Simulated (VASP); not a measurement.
# Sn2C3 (Fm-3m) in VASP: relaxation of cell and atoms with PBE

Aim: the relaxation of cell and atoms of Sn2C3 with PBE.

Program: VASP 6.6.1. These are calculated values, not measurements. Logs are shortened: lines on timing, memory, paths and dates and some standing lists are left out, and cuts for length are marked.

### 1 The cell of the first run

The structure is cubic, space group Fm-3m (No. 225). Conventional cell: a = 9.055 Å, b = 9.055 Å, c = 9.055 Å, α = 90.00°, β = 90.00°, γ = 90.00°. Sn (site symmetry m-3m) has 6 C at 2.72 Å within 3.6 Å. Within 2.4 Å of Sn (site symmetry m-3m) lie 6 C at 1.81 Å. Sn (site symmetry -43m) has 12 C at 3.23 Å and 8 Sn at 3.92 Å within 4.3 Å. C (site symmetry 4mm) has 1 Sn at 1.81 Å within 2.4 Å.

The cell was built from a structure type or drawn by symmetry, and may not be a known phase.

### 2 Relaxation of cell and atoms, PBE

Contents of INCAR:

```
SYSTEM = Sn2C3
PREC     = Accurate       ! precision mode
ENCUT    = 600            ! plane-wave cutoff, eV
EDIFF    = 1E-7           ! SCF threshold, eV
ISMEAR   = 0              ! smearing method
SIGMA    = 0.2            ! smearing width, eV
LREAL    = .False.        ! projectors in reciprocal space
LASPH    = .True.         ! aspherical terms in the spheres
NELM     = 120            ! most SCF steps
ALGO     = Normal         ! electronic algorithm
ISIF     = 3              ! what is computed and relaxed
LWAVE    = .False.        ! write WAVECAR
LCHARG   = .False.        ! write CHGCAR
GGA      = PE             ! functional
IBRION   = 2              ! ionic algorithm
NSW      = 36             ! ionic steps
EDIFFG   = -0.08          ! ionic threshold
GGA_COMPAT= .False.      
NELMIN   = 4
```

Contents of KPOINTS:

```
regular mesh
0
Gamma
  3 3 3
  0 0 0
```

Contents of POSCAR:

```
Sn2C3
1.0
    0.0000000000      4.5273417500      4.5273417500
    4.5273417500      0.0000000000      4.5273417500
    4.5273417500      4.5273417500      0.0000000000
Sn C
4 6
Direct
    0.0000000000      0.0000000000      0.0000000000
    0.5000000000      0.5000000000      0.5000000000
    0.2500000000      0.2500000000      0.2500000000
    0.7500000000      0.7500000000      0.7500000000
    0.7000910100      0.2999089900      0.2999089900
    0.2999089900      0.7000910100      0.7000910100
    0.2999089900      0.7000910100      0.2999089900
    0.7000910100      0.2999089900      0.7000910100
    0.2999089900      0.2999089900      0.7000910100
    0.7000910100      0.7000910100      0.2999089900
```

Potentials or basis: VASP PAW PBE potentials, release 64 (Sn_d, C).

Command:

```bash
cat potpaw_PBE.64/Sn_d/POTCAR potpaw_PBE.64/C/POTCAR > POTCAR
mpirun -np 1 vasp_std > vasp.out
```

OUTCAR:

```text
SYSTEM = Sn2C3
   PREC = Accurate
   ENCUT = 600
   EDIFF = 1E-7
   ISMEAR = 0
   LREAL = .False.
   LASPH = .True.
   NELM = 120
   ISIF = 3
   GGA = PE
   IBRION = 2
   NSW = 36
   EDIFFG = -0.08
   NELMIN = 4

 ion  position               nearest neighbor table
   1  0.000  0.000  0.000-   5 2.72   6 2.72   7 2.72   8 2.72   9 2.72  10 2.72
   2  0.500  0.500  0.500-   5 1.81   6 1.81   7 1.81   8 1.81   9 1.81  10 1.81
   3  0.250  0.250  0.250-
   4  0.750  0.750  0.750-
   5  0.700  0.300  0.300-   2 1.81   1 2.72
   6  0.300  0.700  0.700-   2 1.81   1 2.72
   7  0.300  0.700  0.300-   2 1.81   1 2.72
   8  0.700  0.300  0.700-   2 1.81   1 2.72
   9  0.300  0.300  0.700-   2 1.81   1 2.72
  10  0.700  0.700  0.300-   2 1.81   1 2.72

  LATTYP: Found a face centered cubic cell.
 ALAT       =     9.0546835000

  Lattice vectors:

 A1 = (   0.0000000000,   4.5273417500,   4.5273417500)
 A2 = (   4.5273417500,   0.0000000000,   4.5273417500)
 A3 = (   4.5273417500,   4.5273417500,   0.0000000000)

Analysis of symmetry for initial positions (statically):
=====================================================================
 Subroutine PRICEL returns:
 Original cell was already a primitive cell.

 Routine SETGRP: Setting up the symmetry group for a
 face centered cubic supercell.

 Subroutine GETGRP returns: Found 48 space group operations
 (whereof 48 operations were pure point group operations)
 out of a pool of 48 trial point group operations.

The static configuration has the point symmetry O_h .

Analysis of symmetry for dynamics (positions and initial velocities):
=====================================================================
 Subroutine PRICEL returns:
 Original cell was already a primitive cell.

 Routine SETGRP: Setting up the symmetry group for a
 face centered cubic supercell.

 Subroutine GETGRP returns: Found 48 space group operations
 (whereof 48 operations were pure point group operations)
 out of a pool of 48 trial point group operations.

The dynamic configuration has the point symmetry O_h .

 Subroutine INISYM returns: Found 48 space group operations
 (whereof 48 operations are pure point group operations),
 and found     1 'primitive' translations

----------------------------------------------------------------------------------------

                                     Primitive cell

  volume of cell :     185.5922

  direct lattice vectors                    reciprocal lattice vectors
     0.000000000  4.527341750  4.527341750    -0.110440083  0.110440083  0.110440083
     4.527341750  0.000000000  4.527341750     0.110440083 -0.110440083  0.110440083
     4.527341750  4.527341750  0.000000000     0.110440083  0.110440083 -0.110440083

  length of vectors
     6.402628104  6.402628104  6.402628104     0.191287835  0.191287835  0.191287835

  position of ions in fractional coordinates (direct lattice)
     0.000000000  0.000000000  0.000000000
     0.500000000  0.500000000  0.500000000
     0.250000000  0.250000000  0.250000000
     0.750000000  0.750000000  0.750000000
     0.700091010  0.299908990  0.299908990
     0.299908990  0.700091010  0.700091010
     0.299908990  0.700091010  0.299908990
     0.700091010  0.299908990  0.700091010
     0.299908990  0.299908990  0.700091010
     0.700091010  0.700091010  0.299908990

  ion indices of the primitive-cell ions
   primitive index   ion index
                 1           1
                 2           2
                 3           3
                 4           4
                 5           5
                 6           6
                 7           7
                 8           8
                 9           9
                10          10

----------------------------------------------------------------------------------------

 KPOINTS: regular mesh

Automatic generation of k-mesh.
 Grid dimensions read from file:
 generate k-points for:    3    3    3

 Generating k-lattice:

  Cartesian coordinates                     Fractional coordinates (reciprocal lattice)
    -0.036813361  0.036813361  0.036813361     0.333333333  0.000000000  0.000000000
     0.036813361 -0.036813361  0.036813361     0.000000000  0.333333333  0.000000000
     0.036813361  0.036813361 -0.036813361     0.000000000  0.000000000  0.333333333

  Length of vectors
     0.063762612  0.063762612  0.063762612

  Shift w.r.t. Gamma in fractional coordinates (k-lattice)
     0.000000000  0.000000000  0.000000000

 Subroutine IBZKPT returns following result:
 ===========================================

 Found      4 irreducible k-points:

 Following reciprocal coordinates:
            Coordinates               Weight
  0.000000  0.000000  0.000000      1.000000
  0.333333  0.000000  0.000000      8.000000
  0.333333  0.333333  0.000000      6.000000
 -0.333333  0.333333  0.000000     12.000000
   k-points           NKPTS =      4   k-points in BZ     NKDIM =      4   number of bands    NBANDS=     48
   number of dos      NEDOS =    301   number of ions     NIONS =     10
   total plane-waves  NPLWV = 157464
   dimension x,y,z NGX =    54 NGY =   54 NGZ =   54
   dimension x,y,z NGXF=   108 NGYF=  108 NGZF=  108
   ions per type =               4   6
   NGX,Y,Z   is equivalent  to a cutoff of  14.02, 14.02, 14.02 a.u.
   NGXF,Y,Z  is equivalent  to a cutoff of  28.04, 28.04, 28.04 a.u.
 SYSTEM =  Sn2C3
   PREC   = accura    normal or accurate (medium, high low for compatibility)
   ISTART =      0    job   : 0-new  1-cont  2-samecut
   ICHARG =      2    charge: 1-file 2-atom 10-const
   ISPIN  =      1    spin polarized calculation?
   LNONCOLLINEAR =      F non collinear calculations
   LSORBIT =      F    spin-orbit coupling
   LASPH  =      T    aspherical Exc in radial PAW
   ENCUT  =  600.0 eV  44.10 Ry    6.64 a.u.  12.79 12.79 12.79*2*pi/ulx,y,z
   NELM   =    120;   NELMIN=  4; NELMDL= -5     # of ELM steps
   EDIFF  = 0.1E-06   stopping-criterion for ELM
   LREAL  =      F    real-space projection
   EDIFFG = -.8E-01   stopping-criterion for IOM
   NSW    =     36    number of steps for IOM
   IBRION =      2    ionic relax: 0-MD 1-quasi-New 2-CG
   NFREE  =      1    steps in history (QN), initial steepest desc. (CG)
   ISIF   =      3    stress and relaxation
   ISYM   =      2    0-nonsym 1-usesym 2-fastsym
   POTIM  = 0.5000    time-step for ionic-motion
   TEBEG  =    0.0;   TEEND  =   0.0 temperature during run
   PSTRESS=    0.0 pullay stress
   NELECT =      80.0000    total number of electrons
   NUPDOWN=      -1.0000    fix difference up-down
   EMIN   =  10.00;   EMAX   =-10.00  energy-range for DOS
   EFERMI =   0.00;   METHOD = LEGACY
   ISMEAR =     0;   SIGMA  =   0.20  broadening in eV -4-tet -1-fermi 0-gaus
   EFERMI_NEDOS =   21; number of points for ismear=-14 and -15
   IALGO  =     38    algorithm
   IMIX   =      4    mixing-type and parameters
     AMIX     =   0.40;   BMIX     =  1.00
     AMIX_MAG =   1.60;   BMIX_MAG =  1.00
  volume/ion in A,a.u.               =      18.56       125.24
  Fermi-wavevector in a.u.,A,eV,Ry     =   1.236664  2.336955 20.807888  1.529337
  Thomas-Fermi vector in A             =   2.371263
   LORBIT       =      0    0 simple, 1 ext, 2 COOP (PROOUT), +10 PAW based schemes
   GGA     = PE    functional components
   LHFCALC =     F    Hartree Fock is set to
   AEXX    =    0.0000 exact exchange contribution
   IVDW    =     0    specifies the selected vdW correction
   LEPSILON=     F    determine dielectric tensor
   LRPA    =     F    only Hartree local field effects (RPA)
 conjugate gradient relaxation of ions
 non-spin polarized calculation
 Gauss-broadening in eV      SIGMA  =   0.20
  energy-cutoff  :      600.00
  volume of cell :      185.59
 maximum number of plane-waves:      6233
 NGX is ok and might be reduce to    54
   NGX = 25   NGY = 25   NGZ = 25

--------------------------------------- Ionic step        1  -------------------------------------------

 number of electron      79.9999999 magnetization

 Free energy of the ion-electron system (eV)
  ---------------------------------------------------
  ext. energy  EPLUGINS =         0.00000000
  ---------------------------------------------------
  free energy    TOTEN  =       -32.23929794 eV

  energy without entropy =      -31.98631454  energy(sigma->0) =      -32.11280624

------------------------ aborting loop because EDIFF is reached ----------------------------------------

  FORCE on cell =-STRESS in cart. coord.  units (eV):
  Direction    XX          YY          ZZ          XY          YZ          ZX
  --------------------------------------------------------------------------------------
  -------------------------------------------------------------------------------------
  Total       22.1722085     22.1722085     22.1722085     -0.0000000     -0.0000000     -0.0000000
  in kB      191.4078320    191.4078320    191.4078320     -0.0000000     -0.0000000     -0.0000000
  external PRESSURE =     191.4078320 kB  Pullay stress =       0.0000000 kB
[... 749 lines left out ...]
     47      14.4574      0.00000
     48      14.6233      0.00000

[... ionic steps 4 to 13 ...]

--------------------------------------- Ionic step       14  -------------------------------------------

 number of electron      79.9999993 magnetization

------------------------ aborting loop because EDIFF is reached ----------------------------------------

  FORCE on cell =-STRESS in cart. coord.  units (eV):
  Direction    XX          YY          ZZ          XY          YZ          ZX
  --------------------------------------------------------------------------------------
  -------------------------------------------------------------------------------------
  Total        3.0159348      3.0159348      3.0159348      0.0000000     -0.0000000     -0.0000000
  in kB       30.3864310     30.3864310     30.3864310      0.0000000     -0.0000000     -0.0000000
  external PRESSURE =      30.3864310 kB  Pullay stress =       0.0000000 kB
[... 73 lines left out ...]
  energy  without entropy=      -43.6536430545  energy(sigma->0) =      -43.70902345

--------------------------------------- Ionic step       16  -------------------------------------------

 number of electron      80.0000009 magnetization

 Free energy of the ion-electron system (eV)
  ---------------------------------------------------
  ext. energy  EPLUGINS =         0.00000000
  ---------------------------------------------------
  free energy    TOTEN  =       -43.77268904 eV

  energy without entropy =      -43.67153862  energy(sigma->0) =      -43.72211383

 E-fermi :   6.0508     XC(G=0): -10.5752

 val. band max:        5.9432126129   @ k =   0.0000   0.0000   0.0000
 cond. band min:       6.1402838589   @ k =  -0.3333   0.3333   0.0000
 fundamental gap:      0.1970712459
 Fermi energy:         6.0508324233

 k-point     1 :       0.0000    0.0000    0.0000
  band No.  band energies     occupation
      1     -15.1859      2.00000
      2     -15.1859      2.00000
      3     -15.1834      2.00000
      4     -15.1834      2.00000
      5     -15.1834      2.00000
      6     -15.1755      2.00000
[... 230 lines left out ...]
  FREE ENERGIE OF THE ION-ELECTRON SYSTEM (eV)
  ---------------------------------------------------
  free  energy   TOTEN  =       -43.7726890431 eV

  energy  without entropy=      -43.6715386157  energy(sigma->0) =      -43.72211383

 reached required accuracy - stopping structural energy minimisation
```

It took 29 min on 1 thread of Intel Xeon 8259CL, shared host; peak memory 0.43 GiB.

Results:

```
Free energy                           : -43.7727 eV
Relaxed volume                        : 16.38 Å³/atom
Relaxed cell                          : a = 6.142 Å, b = 6.142 Å, c = 6.142 Å, α = 60.00°, β = 60.00°, γ = 60.00°
Space group after relaxing (to 0.1 Å) : Pm-3m (No. 221)
Pressure after relaxing               : 0.0 GPa
Largest force after relaxing          : 0.038 eV/Å
Band gap on the k mesh                : zero (bands 40 and 41 overlap by 0.19 eV)
```

Forces on the atoms (eV/Å):
```
Sn   0.000  0.000  0.000
Sn   0.000  0.000  0.000
Sn   0.000  0.000  0.000
Sn   0.000  0.000  0.000
C   -0.038  0.000  0.000
C    0.038  0.000  0.000
C    0.000 -0.038  0.000
C    0.000  0.038  0.000
C    0.000  0.000 -0.038
C    0.000  0.000  0.038
```

Final structure:
```yaml
crystal:
  lattice:
    - [0.00000, 4.34277, 4.34277]
    - [4.34277, 0.00000, 4.34277]
    - [4.34277, 4.34277, 0.00000]
  atoms:
    - { symbol: Sn, position: [0.00000, 0.00000, 0.00000] }
    - { symbol: Sn, position: [0.50000, 0.50000, 0.50000] }
    - { symbol: Sn, position: [0.25000, 0.25000, 0.25000] }
    - { symbol: Sn, position: [0.75000, 0.75000, 0.75000] }
    - { symbol: C, position: [0.74981, 0.25019, 0.25019] }
    - { symbol: C, position: [0.25019, 0.74981, 0.74981] }
    - { symbol: C, position: [0.25019, 0.74981, 0.25019] }
    - { symbol: C, position: [0.74981, 0.25019, 0.74981] }
    - { symbol: C, position: [0.25019, 0.25019, 0.74981] }
    - { symbol: C, position: [0.74981, 0.74981, 0.25019] }
```

Levels at points of the mesh, in eV from the Fermi level:
| k point | band 37 | band 38 | band 39 | band 40 | band 41 | band 42 | band 43 | band 44 |
| --- | --- | --- | --- | --- | --- | --- | --- | --- |
| (0.00, 0.00, 0.00) | -0.11 | -0.11 | 0.28 | 0.28 | 0.28 | 1.12 | 1.12 | 1.80 |

Caveat: the k points lie up to 0.42 Å⁻¹ apart in the final cell; semilocal functionals underestimate gaps, so a narrow gap can read as zero; spin-orbit coupling is left out, which moves the levels of the heavy elements; the relaxation stopped at a loose force limit of 0.08 eV/Å, so its end isn't a converged minimum.
